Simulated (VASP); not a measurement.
# ZrC (Fm-3m) in VASP: a series of runs

Aim: see how the results for ZrC move with the level of theory and the settings. Levels: LDA, revPBE. Tasks: single point.

Everything below comes from runs of VASP 6.6.1. Logs are shortened: lines on timing, memory, paths and dates and some standing lists are left out, and cuts for length are marked.

## 1. The cell of the first run

Symmetry: Fm-3m, No. 225, cubic system. Conventional cell: a = 4.823 Å, b = 4.823 Å, c = 4.823 Å, α = 90.00°, β = 90.00°, γ = 90.00°. Within 3.2 Å of Zr (site symmetry m-3m) lie 6 C at 2.41 Å. C (site symmetry m-3m) has 6 Zr at 2.41 Å within 3.2 Å.

## 2. Single point, LDA

INCAR

```
SYSTEM = ZrC
PREC     = Accurate       ! precision mode
ENCUT    = 520            ! plane-wave cutoff, eV
EDIFF    = 1E-7           ! SCF threshold, eV
ISMEAR   = -1             ! smearing method
SIGMA    = 0.05           ! smearing width, eV
LREAL    = .False.        ! projectors in reciprocal space
LASPH    = .True.         ! aspherical terms in the spheres
NELM     = 60             ! most SCF steps
ALGO     = Normal         ! electronic algorithm
ISIF     = 2              ! what is computed and relaxed
LWAVE    = .False.        ! write WAVECAR
LCHARG   = .True.         ! write CHGCAR
LELF     = .True.         ! ELF
LVHAR    = .True.       
NBANDS   = 15             ! bands
```

KPOINTS

```
regular mesh
0
Gamma
  10 10 10
  0 0 0
```

POSCAR

```
ZrC
1.0
    0.0000000000      2.4113843250      2.4113843250
    2.4113843250      0.0000000000      2.4113843250
    2.4113843250      2.4113843250      0.0000000000
Zr C
1 1
Direct
    0.5000000000      0.5000000000      0.5000000000
    0.0000000000      0.0000000000      0.0000000000
```

Potentials or basis: VASP PAW LDA potentials, release 64 (Zr_sv, C).

Run with:

```bash
cat potpaw_LDA.64/Zr_sv/POTCAR potpaw_LDA.64/C/POTCAR > POTCAR
mpirun -np 1 vasp_std > vasp.out
```

OUTCAR:

```text
SYSTEM = ZrC
   PREC = Accurate
   ENCUT = 520
   EDIFF = 1E-7
   ISMEAR = -1
   LREAL = .False.
   LASPH = .True.
   NELM = 60
   ISIF = 2

 ion  position               nearest neighbor table
   1  0.500  0.500  0.500-   2 2.41   2 2.41   2 2.41   2 2.41   2 2.41   2 2.41
   2  0.000  0.000  0.000-   1 2.41   1 2.41   1 2.41   1 2.41   1 2.41   1 2.41

  LATTYP: Found a face centered cubic cell.
 ALAT       =     4.8227686500

  Lattice vectors:

 A1 = (   0.0000000000,   2.4113843250,   2.4113843250)
 A2 = (   2.4113843250,   0.0000000000,   2.4113843250)
 A3 = (   2.4113843250,   2.4113843250,   0.0000000000)

Analysis of symmetry for initial positions (statically):
=====================================================================
 Subroutine PRICEL returns:
 Original cell was already a primitive cell.

 Routine SETGRP: Setting up the symmetry group for a
 face centered cubic supercell.

 Subroutine GETGRP returns: Found 48 space group operations
 (whereof 48 operations were pure point group operations)
 out of a pool of 48 trial point group operations.

The static configuration has the point symmetry O_h .

Analysis of symmetry for dynamics (positions and initial velocities):
=====================================================================
 Subroutine PRICEL returns:
 Original cell was already a primitive cell.

 Routine SETGRP: Setting up the symmetry group for a
 face centered cubic supercell.

 Subroutine GETGRP returns: Found 48 space group operations
 (whereof 48 operations were pure point group operations)
 out of a pool of 48 trial point group operations.

The dynamic configuration has the point symmetry O_h .

 Subroutine INISYM returns: Found 48 space group operations
 (whereof 48 operations are pure point group operations),
 and found     1 'primitive' translations

----------------------------------------------------------------------------------------

                                     Primitive cell

  volume of cell :      28.0433

  direct lattice vectors                    reciprocal lattice vectors
     0.000000000  2.411384325  2.411384325    -0.207349776  0.207349776  0.207349776
     2.411384325  0.000000000  2.411384325     0.207349776 -0.207349776  0.207349776
     2.411384325  2.411384325  0.000000000     0.207349776  0.207349776 -0.207349776

  length of vectors
     3.410212417  3.410212417  3.410212417     0.359140347  0.359140347  0.359140347

  position of ions in fractional coordinates (direct lattice)
     0.500000000  0.500000000  0.500000000
     0.000000000  0.000000000  0.000000000

  ion indices of the primitive-cell ions
   primitive index   ion index
                 1           1
                 2           2

----------------------------------------------------------------------------------------

 KPOINTS: regular mesh

Automatic generation of k-mesh.
 Grid dimensions read from file:
 generate k-points for:   10   10   10

 Generating k-lattice:

  Cartesian coordinates                     Fractional coordinates (reciprocal lattice)
    -0.020734978  0.020734978  0.020734978     0.100000000  0.000000000  0.000000000
     0.020734978 -0.020734978  0.020734978     0.000000000  0.100000000  0.000000000
     0.020734978  0.020734978 -0.020734978     0.000000000  0.000000000  0.100000000

  Length of vectors
     0.035914035  0.035914035  0.035914035

  Shift w.r.t. Gamma in fractional coordinates (k-lattice)
     0.000000000  0.000000000  0.000000000

 Subroutine IBZKPT returns following result:
 ===========================================

 Found     47 irreducible k-points:

 Following reciprocal coordinates:
            Coordinates               Weight
  0.000000  0.000000  0.000000      1.000000
  0.100000  0.000000  0.000000      8.000000
  0.200000  0.000000  0.000000      8.000000
  0.300000  0.000000  0.000000      8.000000
  0.400000  0.000000  0.000000      8.000000
  0.500000  0.000000  0.000000      4.000000
[... 16 lines left out ...]
  0.300000  0.300000  0.000000      6.000000
  0.400000  0.300000  0.000000     24.000000
 [... further k-points ...]
   k-points           NKPTS =     47   k-points in BZ     NKDIM =     47   number of bands    NBANDS=     15
   number of dos      NEDOS =    301   number of ions     NIONS =      2
   total plane-waves  NPLWV =  21952
   dimension x,y,z NGX =    28 NGY =   28 NGZ =   28
   dimension x,y,z NGXF=    56 NGYF=   56 NGZF=   56
   ions per type =               1   1
   NGX,Y,Z   is equivalent  to a cutoff of  13.65, 13.65, 13.65 a.u.
   NGXF,Y,Z  is equivalent  to a cutoff of  27.30, 27.30, 27.30 a.u.
 SYSTEM =  ZrC
   PREC   = accura    normal or accurate (medium, high low for compatibility)
   ISTART =      0    job   : 0-new  1-cont  2-samecut
   ICHARG =      2    charge: 1-file 2-atom 10-const
   ISPIN  =      1    spin polarized calculation?
   LNONCOLLINEAR =      F non collinear calculations
   LSORBIT =      F    spin-orbit coupling
   LASPH  =      T    aspherical Exc in radial PAW
   ENCUT  =  520.0 eV  38.22 Ry    6.18 a.u.   6.34  6.34  6.34*2*pi/ulx,y,z
   NELM   =     60;   NELMIN=  2; NELMDL= -5     # of ELM steps
   EDIFF  = 0.1E-06   stopping-criterion for ELM
   LREAL  =      F    real-space projection
   EDIFFG = 0.1E-05   stopping-criterion for IOM
   NSW    =      0    number of steps for IOM
   IBRION =     -1    ionic relax: 0-MD 1-quasi-New 2-CG
   NFREE  =      0    steps in history (QN), initial steepest desc. (CG)
   ISIF   =      2    stress and relaxation
   ISYM   =      2    0-nonsym 1-usesym 2-fastsym
   POTIM  = 0.5000    time-step for ionic-motion
   TEBEG  =    0.0;   TEEND  =   0.0 temperature during run
   PSTRESS=    0.0 pullay stress
   NELECT =      16.0000    total number of electrons
   NUPDOWN=      -1.0000    fix difference up-down
   EMIN   =  10.00;   EMAX   =-10.00  energy-range for DOS
   EFERMI =   0.00;   METHOD = LEGACY
   ISMEAR =    -1;   SIGMA  =   0.05  broadening in eV -4-tet -1-fermi 0-gaus
   EFERMI_NEDOS =   21; number of points for ismear=-14 and -15
   IALGO  =     38    algorithm
   IMIX   =      4    mixing-type and parameters
     AMIX     =   0.40;   BMIX     =  1.00
     AMIX_MAG =   1.60;   BMIX_MAG =  1.00
  volume/ion in A,a.u.               =      14.02        94.62
  Fermi-wavevector in a.u.,A,eV,Ry     =   1.357808  2.565885 25.084283  1.843643
  Thomas-Fermi vector in A             =   2.484695
   LORBIT       =      0    0 simple, 1 ext, 2 COOP (PROOUT), +10 PAW based schemes
   GGA     = CA    functional components
   LHFCALC =     F    Hartree Fock is set to
   AEXX    =    0.0000 exact exchange contribution
   IVDW    =     0    specifies the selected vdW correction
   LEPSILON=     F    determine dielectric tensor
   LRPA    =     F    only Hartree local field effects (RPA)
 non-spin polarized calculation
  energy-cutoff  :      520.00
  volume of cell :       28.04
 maximum number of plane-waves:       769
 NGX is ok and might be reduce to    28
   NGX = 13   NGY = 13   NGZ = 13

 number of electron      16.0000000 magnetization

 Free energy of the ion-electron system (eV)
  ---------------------------------------------------
  ext. energy  EPLUGINS =         0.00000000
  ---------------------------------------------------
  free energy    TOTEN  =       -21.05395088 eV

  energy without entropy =      -21.05109164  energy(sigma->0) =      -21.05252126

 E-fermi :   8.5848     XC(G=0): -11.9882

 val. band max:        8.5837785056   @ k =   0.5000   0.5000   0.0000
 cond. band min:       8.6772966500   @ k =   0.1000   0.1000   0.0000
 fundamental gap:      0.0935181443
 Fermi energy:         8.5847800293

 k-point     1 :       0.0000    0.0000    0.0000
  band No.  band energies     occupation
      1     -39.5242      2.00000
      2     -17.4267      2.00000
      3     -17.4267      2.00000
      4     -17.4267      2.00000
      5      -2.3014      2.00000
      6       9.4969      0.00000
      7       9.4969      0.00000
      8       9.4969      0.00000
      9       9.5749      0.00000
     10       9.5749      0.00000
     11       9.5749      0.00000
     12      11.1481      0.00000
     13      11.1481      0.00000
     14      15.1067      0.00000
     15      18.8897      0.00000

 k-point     2 :       0.1000    0.0000    0.0000
  band No.  band energies     occupation
      1     -39.5172      2.00000
      2     -17.4929      2.00000
      3     -17.4328      2.00000
      4     -17.4328      2.00000
      5      -2.1001      2.00000
      6       8.2403      1.99797
      7       8.5383      1.43417
      8       8.5383      1.43417
      9       9.9222      0.00000
     10       9.9222      0.00000
     11      10.3495      0.00000
     12      12.1830      0.00000
     13      12.1830      0.00000
     14      15.5745      0.00000
     15      19.4307      0.00000

 k-point     3 :       0.2000    0.0000    0.0000
  band No.  band energies     occupation
      1     -39.4990      2.00000
      2     -17.6624      2.00000
      3     -17.4490      2.00000
      4     -17.4490      2.00000
      5      -1.5420      2.00000
      6       6.7270      2.00000
      7       7.4331      2.00000
      8       7.4331      2.00000
      9      10.5105      0.00000
     10      10.5105      0.00000
     11      10.8694      0.00000
     12      13.9061      0.00000
     13      13.9061      0.00000
     14      16.5300      0.00000
     15      20.6281      0.00000
[... 343 lines left out ...]
 k-point    23 :       0.3000    0.3000    0.0000
  band No.  band energies     occupation
      1     -39.4606      2.00000
      2     -17.8163      2.00000
      3     -17.5717      2.00000
      4     -17.5717      2.00000
      5      -0.9976      2.00000
      6       5.3876      2.00000
      7       7.6927      2.00000
      8       8.2493      1.99756
      9       8.2493      1.99756
     10      12.0487      0.00000
     11      13.2860      0.00000
     12      13.2860      0.00000
     13      14.9676      0.00000
     14      19.4081      0.00000
     15      22.0654      0.00000

 k-point    24 :       0.4000    0.3000    0.0000
  band No.  band energies     occupation
      1     -39.4460      2.00000
      2     -17.8968      2.00000
      3     -17.6147      2.00000
      4     -17.5948      2.00000
      5      -0.8496      2.00000
      6       5.5030      2.00000
      7       7.0011      2.00000
      8       7.9659      1.99999
      9       8.7587      0.05990
     10      12.7076      0.00000
     11      13.5392      0.00000
     12      13.6617      0.00000
     13      15.5927      0.00000
     14      19.2723      0.00000
     15      20.5697      0.00000

 [... further k-points ...]
[... 5 lines left out ...]
  --------------------------------------------------------------------------------------
  -------------------------------------------------------------------------------------
  Total       -3.8516093     -3.8516093     -3.8516093     -0.0000000      0.0000000      0.0000000
  in kB     -220.0510863   -220.0510863   -220.0510863     -0.0000000      0.0000000      0.0000000
  external PRESSURE =    -220.0510863 kB  Pullay stress =       0.0000000 kB

 VOLUME and BASIS-vectors are now :
 -----------------------------------------------------------------------------
  energy-cutoff  :      520.00
  volume of cell :       28.04
      direct lattice vectors                 reciprocal lattice vectors
     0.000000000  2.411384325  2.411384325    -0.207349776  0.207349776  0.207349776
     2.411384325  0.000000000  2.411384325     0.207349776 -0.207349776  0.207349776
     2.411384325  2.411384325  0.000000000     0.207349776  0.207349776 -0.207349776

 POSITION                                       TOTAL-FORCE (eV/Angst)
 -----------------------------------------------------------------------------------
      2.41138      2.41138      2.41138        -0.000000      0.000000     -0.000000
      0.00000      0.00000      0.00000         0.000000     -0.000000      0.000000
 -----------------------------------------------------------------------------------
    total drift:                                0.000000      0.000000      0.000000

  FREE ENERGIE OF THE ION-ELECTRON SYSTEM (eV)
  ---------------------------------------------------
  free  energy   TOTEN  =       -21.0539508846 eV

  energy  without entropy=      -21.0510916375  energy(sigma->0) =      -21.05252126
```

Wall time 75 s (1 thread of Intel Xeon 8259CL, shared host); peak memory 0.15 GiB.

What came out:

```yaml
Free_energy: -21.0540 eV
Pressure: -22.0 GPa
Band_gap_on_the_k_mesh: zero (band 8 reaches 9.50 eV, above the bottom of band 9 at 8.25 eV)
```

Levels at points of the mesh, in eV from the Fermi level:
```
           k point  band 5  band 6  band 7  band 8  band 9  band 10  band 11  band 12
(0.00, 0.00, 0.00)  -10.89    0.91    0.91    0.91    0.99     0.99     0.99     2.56
(0.50, 0.00, 0.00)   -8.10   -5.02   -2.70   -2.70    4.04     4.04     4.81     6.21
(0.50, 0.50, 0.00)   -9.67   -2.12   -1.59    0.00    0.00     4.04     5.08     5.08
```

## 3. Single point, revPBE, collinear spin, ferromagnetic start

This run uses another cell than the first one, of 13.23 Å³/atom, 0.943 times its volume.

INCAR

```
SYSTEM = ZrC
PREC = Accurate ; ENCUT = 520
EDIFF = 1E-6 ; ISMEAR = 1
SIGMA = 0.005 ; LREAL = .False.
LASPH = .True. ; NELM = 150
ALGO = Normal ; ISIF = 2
LWAVE = .False. ; LCHARG = .True.
ISPIN = 2 ; MAGMOM = 0.5 0
LORBIT = 11 ; LMAXMIX = 4
GGA = RE ; LELF = .True.
LVHAR = .True. ; NBANDS = 19
```

KPOINTS

```
Automatic mesh
0
Gamma
  10 10 10
  0 0 0
```

POSCAR

```
ZrC
1.0
    0.0000000000      2.3650000000      2.3650000000
    2.3650000000      0.0000000000      2.3650000000
    2.3650000000      2.3650000000      0.0000000000
Zr C
1 1
Direct
    0.5000000000      0.5000000000      0.5000000000
    0.0000000000      0.0000000000      0.0000000000
```

Potentials or basis: VASP PAW PBE potentials, release 64 (Zr_sv, C).

Run with:

```bash
cat potpaw_PBE.64/Zr_sv/POTCAR potpaw_PBE.64/C/POTCAR > POTCAR
mpirun -np 1 vasp_std > vasp.out
```

It took 24 s on 1 thread of Intel Xeon 6975P-C (Granite Rapids), shared host; peak memory 0.19 GiB.

The run converged. Its results:

```
Free energy                                           : -18.7165 eV
Pressure                                              : -0.4 GPa
Band gap on the k mesh                                : zero (filled and empty bands overlap)
Net moment                                            : 0.00 μB per cell
Valence electrons inside the program's atomic spheres : Zr 9.81; C 2.35
```

Levels at points of the mesh, in eV from the Fermi level:
Spin up:
| k point | band 4 | band 5 | band 6 | band 7 | band 8 | band 9 | band 10 | band 11 | band 12 | band 13 |
| --- | --- | --- | --- | --- | --- | --- | --- | --- | --- | --- |
| (0.00, 0.00, 0.00) | -25.92 | -11.27 | 0.94 | 0.94 | 0.94 | 1.11 | 1.11 | 1.11 | 2.76 | 2.76 |
| (0.50, 0.00, 0.00) | -25.99 | -8.31 | -5.21 | -2.86 | -2.86 | 4.42 | 4.42 | 5.24 | 6.45 | 9.93 |
| (0.50, 0.50, 0.00) | -26.18 | -10.10 | -2.09 | -1.68 | 0.05 | 0.05 | 4.35 | 5.54 | 5.54 | 7.74 |
Spin down:
```tsv
k point	band 6	band 7	band 8	band 9	band 10	band 11
(0.00, 0.00, 0.00)	0.94	0.94	0.94	1.11	1.11	1.11
(0.50, 0.00, 0.00)	-5.21	-2.86	-2.86	4.42	4.42	5.24
(0.50, 0.50, 0.00)	-2.09	-1.68	0.05	0.05	4.35	5.54
```

Caveat: the PAW data sets were made with another functional, which shifts forces and pressure a little.
